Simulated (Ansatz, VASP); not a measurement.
**One calculation of MgO, two programs**

```xyz
2
Lattice="0.0035 2.1085 2.1085 2.1085 0.0035 2.1085 2.1120 2.1120 0.0000" Properties=species:S:1:pos:R:3 pbc="T T T"
Mg    0.0000    0.0000    0.0000
O     2.1120    2.1120    2.1085
```

Alike in both runs: task single point; functional PBE; k mesh 8 × 8 × 8; occupations fermi-dirac, width 0.02 eV; no spin polarisation.

|  | VASP | Ansatz |
| --- | --- | --- |
| version | VASP 6.6.1 | Ansatz 0.2.0 |
| potentials or method | VASP PAW PBE potentials, release 64 (Mg_sv, O), cutoff 840 eV | plane waves, PAW |
| valence electrons in the cell | 16 | 16 |

|  | VASP | Ansatz | Ansatz less VASP |
| --- | --- | --- | --- |
| pressure (GPa) | 4.2 | 4.1 | -0.06 |
| traceless stress, the component that is largest in VASP (GPa) | -0.48 | -0.49 | -0.002 |
